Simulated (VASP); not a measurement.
# CaCuH2 (P4/mmm) in VASP: notebook

Runs on CaCuH2. Level: PBE. Tasks: single point, relaxation of cell and atoms.

Everything below comes from runs of VASP 6.6.1. Logs are shortened: lines on timing, memory, paths and dates and some standing lists are left out, and cuts for length are marked.

## 1. The cell of the first run

The structure is tetragonal, space group P4/mmm (No. 123). The conventional cell has a = 3.646 Å, b = 3.646 Å, c = 3.413 Å, α = 90.00°, β = 90.00°, γ = 90.00°. Within 3.5 Å of Ca (site symmetry 4/mmm) lie 8 H at 2.50 Å and 8 Cu at 3.09 Å and 2 Ca at 3.41 Å. Cu (site symmetry 4/mmm) has 4 H at 1.82 Å within 2.4 Å. H (site symmetry mmm) has 2 Cu at 1.82 Å within 2.4 Å.

The cell was generated, and may not be a known phase.

## 2. Single point, PBE

The input, INCAR:

```
PREC = Accurate
ENCUT = 520
EDIFF = 1E-6
ISMEAR = 0
SIGMA = 0.1
LREAL = F
LASPH = T
NELM = 100
ALGO = Normal
ISIF = 2
LWAVE = F
LCHARG = T
GGA = PE
LELF = T
LVHAR = T
NBANDS = 20
```

The input, KPOINTS:

```
Automatic mesh
0
Gamma
  12 12 14
```

The input, POSCAR:

```
CaCuH2
1.0
    3.6458660379      0.0000000000      0.0000000000
    0.0000000000      3.6458660379      0.0000000000
    0.0000000000      0.0000000000      3.4125332205
Ca Cu H
1 1 2
Direct
    0.0000000000      0.0000000000      0.0000000000
    0.5000000000      0.5000000000      0.5000000000
    0.0000000000      0.5000000000      0.5000000000
    0.5000000000      0.0000000000      0.5000000000
```

Potentials or basis: VASP PAW PBE potentials, release 64 (Ca_sv, Cu, H).

Launch:

```sh
> cat potpaw_PBE.64/Ca_sv/POTCAR potpaw_PBE.64/Cu/POTCAR potpaw_PBE.64/H/POTCAR > POTCAR
> mpirun -np 1 vasp_std > vasp.out
```

OUTCAR:

```text
PREC = Accurate
   ENCUT = 520
   EDIFF = 1E-6
   ISMEAR = 0
   LREAL = F
   LASPH = T
   NELM = 100
   ISIF = 2
   GGA = PE

 ion  position               nearest neighbor table
   1  0.000  0.000  0.000-
   2  0.500  0.500  0.500-   3 1.82   4 1.82   4 1.82   3 1.82
   3  0.000  0.500  0.500-   2 1.82   2 1.82
   4  0.500  0.000  0.500-   2 1.82   2 1.82

  LATTYP: Found a simple tetragonal cell.
 ALAT       =     3.6458660379
 C/A-ratio  =     0.9360007156

  Lattice vectors:

 A1 = (   3.6458660379,   0.0000000000,   0.0000000000)
 A2 = (   0.0000000000,   3.6458660379,   0.0000000000)
 A3 = (   0.0000000000,   0.0000000000,   3.4125332205)

Analysis of symmetry for initial positions (statically):
=====================================================================
 Subroutine PRICEL returns:
 Original cell was already a primitive cell.

 Routine SETGRP: Setting up the symmetry group for a
 simple tetragonal supercell.

 Subroutine GETGRP returns: Found 16 space group operations
 (whereof 16 operations were pure point group operations)
 out of a pool of 16 trial point group operations.

The static configuration has the point symmetry D_4h.

Analysis of symmetry for dynamics (positions and initial velocities):
=====================================================================
 Subroutine PRICEL returns:
 Original cell was already a primitive cell.

 Routine SETGRP: Setting up the symmetry group for a
 simple tetragonal supercell.

 Subroutine GETGRP returns: Found 16 space group operations
 (whereof 16 operations were pure point group operations)
 out of a pool of 16 trial point group operations.

The dynamic configuration has the point symmetry D_4h.

 Subroutine INISYM returns: Found 16 space group operations
 (whereof 16 operations are pure point group operations),
 and found     1 'primitive' translations

----------------------------------------------------------------------------------------

                                     Primitive cell

  volume of cell :      45.3605

  direct lattice vectors                    reciprocal lattice vectors
     3.645866038  0.000000000  0.000000000     0.274283254  0.000000000  0.000000000
     0.000000000  3.645866038  0.000000000     0.000000000  0.274283254  0.000000000
     0.000000000  0.000000000  3.412533220     0.000000000  0.000000000  0.293037440

  length of vectors
     3.645866038  3.645866038  3.412533220     0.274283254  0.274283254  0.293037440

  position of ions in fractional coordinates (direct lattice)
     0.000000000  0.000000000  0.000000000
     0.500000000  0.500000000  0.500000000
     0.000000000  0.500000000  0.500000000
     0.500000000  0.000000000  0.500000000

  ion indices of the primitive-cell ions
   primitive index   ion index
                 1           1
                 2           2
                 3           3
                 4           4

----------------------------------------------------------------------------------------

 KPOINTS: Automatic mesh

Automatic generation of k-mesh.
 Grid dimensions read from file:
 generate k-points for:   12   12   14

 Generating k-lattice:

  Cartesian coordinates                     Fractional coordinates (reciprocal lattice)
     0.022856938  0.000000000  0.000000000     0.083333333  0.000000000  0.000000000
     0.000000000  0.022856938  0.000000000     0.000000000  0.083333333  0.000000000
     0.000000000  0.000000000  0.020931246     0.000000000  0.000000000  0.071428571

  Length of vectors
     0.022856938  0.022856938  0.020931246

  Shift w.r.t. Gamma in fractional coordinates (k-lattice)
     0.000000000  0.000000000  0.000000000

 Subroutine IBZKPT returns following result:
 ===========================================

 Found    224 irreducible k-points:

 Following reciprocal coordinates:
            Coordinates               Weight
  0.000000  0.000000  0.000000      1.000000
  0.083333  0.000000  0.000000      4.000000
  0.166667  0.000000  0.000000      4.000000
  0.250000  0.000000  0.000000      4.000000
  0.333333  0.000000  0.000000      4.000000
  0.416667  0.000000  0.000000      4.000000
[... 16 lines left out ...]
  0.333333  0.333333  0.000000      4.000000
  0.416667  0.333333  0.000000      8.000000
 [... further k-points ...]
   k-points           NKPTS =    224   k-points in BZ     NKDIM =    224   number of bands    NBANDS=     20
   number of dos      NEDOS =    301   number of ions     NIONS =      4
   total plane-waves  NPLWV =  21952
   dimension x,y,z NGX =    28 NGY =   28 NGZ =   28
   dimension x,y,z NGXF=    56 NGYF=   56 NGZF=   56
   ions per type =               1   1   2
   NGX,Y,Z   is equivalent  to a cutoff of  12.77, 12.77, 13.64 a.u.
   NGXF,Y,Z  is equivalent  to a cutoff of  25.54, 25.54, 27.28 a.u.
 SYSTEM =  unknown system
   PREC   = accura    normal or accurate (medium, high low for compatibility)
   ISTART =      0    job   : 0-new  1-cont  2-samecut
   ICHARG =      2    charge: 1-file 2-atom 10-const
   ISPIN  =      1    spin polarized calculation?
   LNONCOLLINEAR =      F non collinear calculations
   LSORBIT =      F    spin-orbit coupling
   LASPH  =      T    aspherical Exc in radial PAW
   ENCUT  =  520.0 eV  38.22 Ry    6.18 a.u.   6.78  6.78  6.35*2*pi/ulx,y,z
   NELM   =    100;   NELMIN=  2; NELMDL= -5     # of ELM steps
   EDIFF  = 0.1E-05   stopping-criterion for ELM
   LREAL  =      F    real-space projection
   EDIFFG = 0.1E-04   stopping-criterion for IOM
   NSW    =      0    number of steps for IOM
   IBRION =     -1    ionic relax: 0-MD 1-quasi-New 2-CG
   NFREE  =      0    steps in history (QN), initial steepest desc. (CG)
   ISIF   =      2    stress and relaxation
   ISYM   =      2    0-nonsym 1-usesym 2-fastsym
   POTIM  = 0.5000    time-step for ionic-motion
   TEBEG  =    0.0;   TEEND  =   0.0 temperature during run
   PSTRESS=    0.0 pullay stress
   NELECT =      23.0000    total number of electrons
   NUPDOWN=      -1.0000    fix difference up-down
   EMIN   =  10.00;   EMAX   =-10.00  energy-range for DOS
   EFERMI =   0.00;   METHOD = LEGACY
   ISMEAR =     0;   SIGMA  =   0.10  broadening in eV -4-tet -1-fermi 0-gaus
   EFERMI_NEDOS =   21; number of points for ismear=-14 and -15
   IALGO  =     38    algorithm
   IMIX   =      4    mixing-type and parameters
     AMIX     =   0.40;   BMIX     =  1.00
     AMIX_MAG =   1.60;   BMIX_MAG =  1.00
  volume/ion in A,a.u.               =      11.34        76.53
  Fermi-wavevector in a.u.,A,eV,Ry     =   1.305443  2.466930 23.186806  1.704182
  Thomas-Fermi vector in A             =   2.436312
   LORBIT       =      0    0 simple, 1 ext, 2 COOP (PROOUT), +10 PAW based schemes
   GGA     = PE    functional components
   LHFCALC =     F    Hartree Fock is set to
   AEXX    =    0.0000 exact exchange contribution
   IVDW    =     0    specifies the selected vdW correction
   LEPSILON=     F    determine dielectric tensor
   LRPA    =     F    only Hartree local field effects (RPA)
 non-spin polarized calculation
 Gauss-broadening in eV      SIGMA  =   0.10
  energy-cutoff  :      520.00
  volume of cell :       45.36
 maximum number of plane-waves:      1244
 NGX is ok and might be reduce to    28
   NGX = 13   NGY = 13   NGZ = 13

 number of electron      23.0000010 magnetization

 Free energy of the ion-electron system (eV)
  ---------------------------------------------------
  ext. energy  EPLUGINS =         0.00000000
  ---------------------------------------------------
  free energy    TOTEN  =       -13.46196212 eV

  energy without entropy =      -13.45812917  energy(sigma->0) =      -13.46004564

 E-fermi :   4.6576     XC(G=0): -10.2930

 val. band max:        4.6449975948   @ k =   0.4167   0.0000   0.4286
 cond. band min:       4.6799802547   @ k =   0.0833   0.0000   0.2143
 fundamental gap:      0.0349826599
 Fermi energy:         4.6576385670

 k-point     1 :       0.0000    0.0000    0.0000
  band No.  band energies     occupation
      1     -36.3650      2.00000
      2     -17.3609      2.00000
      3     -17.2995      2.00000
      4     -17.2995      2.00000
      5      -4.4432      2.00000
      6      -1.1301      2.00000
[... 12 lines left out ...]
     19      10.4421      0.00000
     20      12.3453      0.00000

 k-point     2 :       0.0833    0.0000    0.0000
  band No.  band energies     occupation
      1     -36.3641      2.00000
      2     -17.3600      2.00000
      3     -17.3131      2.00000
      4     -17.2985      2.00000
      5      -4.3601      2.00000
      6      -1.1166      2.00000
[... 12 lines left out ...]
     19      10.8818      0.00000
     20      12.1708      0.00000

 k-point     3 :       0.1667    0.0000    0.0000
  band No.  band energies     occupation
      1     -36.3616      2.00000
      2     -17.3572      2.00000
      3     -17.3498      2.00000
      4     -17.2958      2.00000
      5      -4.1157      2.00000
      6      -1.0887      2.00000
[... 12 lines left out ...]
     19      11.6522      0.00000
     20      11.7854      0.00000

 k-point     4 :       0.2500    0.0000    0.0000
  band No.  band energies     occupation
      1     -36.3583      2.00000
      2     -17.3995      2.00000
      3     -17.3535      2.00000
      4     -17.2920      2.00000
      5      -3.7258      2.00000
      6      -1.0864      2.00000
[... 429 lines left out ...]
 k-point    23 :       0.3333    0.3333    0.0000
  band No.  band energies     occupation
      1     -36.3451      2.00000
      2     -17.4317      2.00000
      3     -17.4252      2.00000
      4     -17.3381      2.00000
      5      -2.0627      2.00000
      6      -0.6838      2.00000
[... 12 lines left out ...]
     19      14.0844      0.00000
     20      14.4725      0.00000

 k-point    24 :       0.4167    0.3333    0.0000
  band No.  band energies     occupation
      1     -36.3427      2.00000
      2     -17.4620      2.00000
      3     -17.4234      2.00000
      4     -17.3352      2.00000
      5      -1.5326      2.00000
      6      -0.6805      2.00000
[... 12 lines left out ...]
     19      13.8820      0.00000
     20      14.6839      0.00000

 [... further k-points ...]

------------------------ aborting loop because EDIFF is reached ----------------------------------------

  FORCE on cell =-STRESS in cart. coord.  units (eV):
  Direction    XX          YY          ZZ          XY          YZ          ZX
  --------------------------------------------------------------------------------------
  -------------------------------------------------------------------------------------
  Total        0.1212631      0.1212631      0.0646941      0.0000000      0.0000000      0.0000000
  in kB        4.2831253      4.2831253      2.2850579      0.0000000      0.0000000      0.0000000
  external PRESSURE =       3.6171028 kB  Pullay stress =       0.0000000 kB

 VOLUME and BASIS-vectors are now :
 -----------------------------------------------------------------------------
  energy-cutoff  :      520.00
  volume of cell :       45.36
      direct lattice vectors                 reciprocal lattice vectors
     3.645866038  0.000000000  0.000000000     0.274283254  0.000000000  0.000000000
     0.000000000  3.645866038  0.000000000     0.000000000  0.274283254  0.000000000
     0.000000000  0.000000000  3.412533220     0.000000000  0.000000000  0.293037440

 POSITION                                       TOTAL-FORCE (eV/Angst)
 -----------------------------------------------------------------------------------
      0.00000      0.00000      0.00000         0.000000      0.000000      0.000000
      1.82293      1.82293      1.70627         0.000000      0.000000      0.000000
      0.00000      1.82293      1.70627         0.000000      0.000000      0.000000
      1.82293      0.00000      1.70627         0.000000      0.000000      0.000000
 -----------------------------------------------------------------------------------
    total drift:                                0.000000      0.000000      0.000000

  FREE ENERGIE OF THE ION-ELECTRON SYSTEM (eV)
  ---------------------------------------------------
  free  energy   TOTEN  =       -13.4619621162 eV

  energy  without entropy=      -13.4581291713  energy(sigma->0) =      -13.46004564
```

Run time: 83 s. Hardware: 1 thread of Intel Xeon 6975P-C (Granite Rapids), shared host; peak memory 0.33 GiB.

Results:

* Free energy: -13.4620 eV
* Pressure: 0.4 GPa
* Band gap on the k mesh: zero (an odd number of electrons rules out a gap without spin polarisation)

## 3. Relaxation of cell and atoms, PBE

This run uses another cell than the first one, of 11.43 Å³/atom.

The input, INCAR:

```
ALGO = Normal
EDIFF = 1E-6
EDIFFG = -0.01
ENCUT = 600
GGA = PE
IBRION = 2
ISIF = 3
ISMEAR = 0
LASPH = True
LCHARG = False
LREAL = False
LWAVE = False
NELM = 100
NSW = 100
PREC = Accurate
SIGMA = 0.1
```

The input, KPOINTS:

```
k-points
0
Gamma
  12 12 14
```

The input, POSCAR:

```
CaCuH2
1.0
    3.6248057445      0.0000000000      0.0000000000
    0.0000000000      3.6248057445      0.0000000000
    0.0000000000      0.0000000000      3.4800428453
Ca Cu H
1 1 2
Direct
    0.0000000000      0.0000000000      0.0000000000
    0.5000000000      0.5000000000      0.5000000000
    0.0000000000      0.5000000000      0.5000000000
    0.5000000000      0.0000000000      0.5000000000
```

Potentials or basis: VASP PAW PBE potentials, release 64 (Ca_sv, Cu, H).

Launch:

```sh
> cat potpaw_PBE.64/Ca_sv/POTCAR potpaw_PBE.64/Cu/POTCAR potpaw_PBE.64/H/POTCAR > POTCAR
> mpirun -np 1 vasp_std > vasp.out
```

It took 4.5 min on 1 thread of Intel Xeon 6975P-C (Granite Rapids), shared host; peak memory 0.36 GiB.

Results (log left out):

- Free energy: -13.4634 eV
- Relaxed volume: 11.41 Å³/atom
- Relaxed cell: a = 3.654 Å, b = 3.654 Å, c = 3.419 Å, α = 90.00°, β = 90.00°, γ = 90.00°
- Space group after relaxing (to 0.1 Å): P4/mmm (No. 123)
- Energy gained by relaxing: 1.2 meV/atom
- Ionic steps: 5
- Pressure after relaxing: -0.1 GPa
- Band gap on the k mesh: zero (an odd number of electrons rules out a gap without spin polarisation)

Step by step:
| step | energy change (eV) | largest force (eV/Å) | pressure (GPa) | volume (Å³) |
| --- | --- | --- | --- | --- |
| 1 | 0.0000 | 0.0000 | 0.11 | 45.73 |
| 2 | -0.0021 | 0.0000 | -0.04 | 45.77 |
| 3 | -0.0043 | 0.0000 | -0.33 | 45.87 |
| 4 | -0.0044 | 0.0000 | -0.36 | 45.90 |
| 5 | -0.0048 | 0.0000 | -0.10 | 45.65 |

Final structure:
```xyz
4
Lattice="3.6538 0.0000 0.0000 0.0000 3.6538 0.0000 0.0000 0.0000 3.4191" Properties=species:S:1:pos:R:3 pbc="T T T"
Ca    0.0000    0.0000    0.0000
Cu    1.8269    1.8269    1.7096
H     0.0000    1.8269    1.7096
H     1.8269    0.0000    1.7096
```

Levels at points of the mesh, in eV from the Fermi level:
```tsv
k point	band 9	band 10	band 11	band 12	band 13	band 14	band 15
(0.00, 0.00, 0.00)	-3.04	-3.04	0.02	1.36	4.06	4.06	4.76
(0.50, 0.00, 0.00)	-3.13	-3.00	-2.96	1.58	2.25	2.86	4.37
(0.50, 0.50, 0.00)	-3.20	-3.20	-3.15	-2.59	0.96	3.91	3.91
(0.00, 0.00, 0.50)	-3.13	-2.50	-2.45	1.27	1.81	1.81	1.81
(0.50, 0.00, 0.50)	-3.26	-3.05	-2.32	0.15	1.65	3.30	4.00
(0.50, 0.50, 0.50)	-3.40	-3.13	-2.92	-0.28	0.57	4.49	5.00
```

## 4. Single point, PBE

The input, INCAR:

```
ALGO = Normal
EDIFF = 1E-6
ENCUT = 520
GGA = PE
ISIF = 2
ISMEAR = 0
LASPH = T
LCHARG = F
LREAL = F
LWAVE = F
NBANDS = 20
NELM = 100
PREC = Accurate
SIGMA = 0.1
```

KPOINTS is that of step 3.

The input, POSCAR:

```
CaCuH2
1.0
    3.6458660379      0.0000000000      0.0000000000
    0.0000000000      3.6458660379      0.0000000000
    0.0000000000      0.0000000000      3.4125332205
Ca Cu H
1 1 2
Direct
    0.0000000000      0.0000000000      0.0000000000
    0.5000000000      0.5000000000      0.5000000000
    0.0000000000      0.5000000000      0.5000000000
    0.5000000000      0.0000000000      0.5000000000
```

Launch:

```sh
> cat potpaw_PBE.64/Ca_sv/POTCAR potpaw_PBE.64/Cu/POTCAR potpaw_PBE.64/H/POTCAR > POTCAR
> mpirun -np 1 vasp_std > vasp.out
```

Run time: 76 s. Hardware: 1 thread of Intel Xeon 6975P-C (Granite Rapids), shared host; peak memory 0.33 GiB.

Results (log left out):

* Free energy: -13.4620 eV
* Pressure: 0.4 GPa
* Band gap on the k mesh: zero (an odd number of electrons rules out a gap without spin polarisation)

Stress tensor (GPa, compression positive):
```
0.43 0.00 0.00
0.00 0.43 0.00
0.00 0.00 0.23
```

Levels at points of the mesh, in eV from the Fermi level:
| k point | band 9 | band 10 | band 11 | band 12 | band 13 | band 14 | band 15 | band 16 |
| --- | --- | --- | --- | --- | --- | --- | --- | --- |
| (0.00, 0.00, 0.00) | -3.05 | -3.05 | 0.03 | 1.36 | 4.08 | 4.08 | 4.78 | 4.87 |
| (0.50, 0.00, 0.00) | -3.14 | -3.02 | -2.97 | 1.58 | 2.25 | 2.86 | 4.40 | 4.87 |
| (0.50, 0.50, 0.00) | -3.22 | -3.22 | -3.16 | -2.60 | 0.97 | 3.92 | 3.92 | 5.45 |
| (0.00, 0.00, 0.50) | -3.15 | -2.51 | -2.46 | 1.29 | 1.81 | 1.81 | 1.81 | 4.85 |
| (0.50, 0.00, 0.50) | -3.28 | -3.06 | -2.33 | 0.15 | 1.66 | 3.31 | 4.02 | 5.69 |
| (0.50, 0.50, 0.50) | -3.41 | -3.15 | -2.93 | -0.29 | 0.58 | 4.52 | 5.03 | 5.03 |

The gap in the log of VASP goes by the Fermi energy; the results here count the filled bands.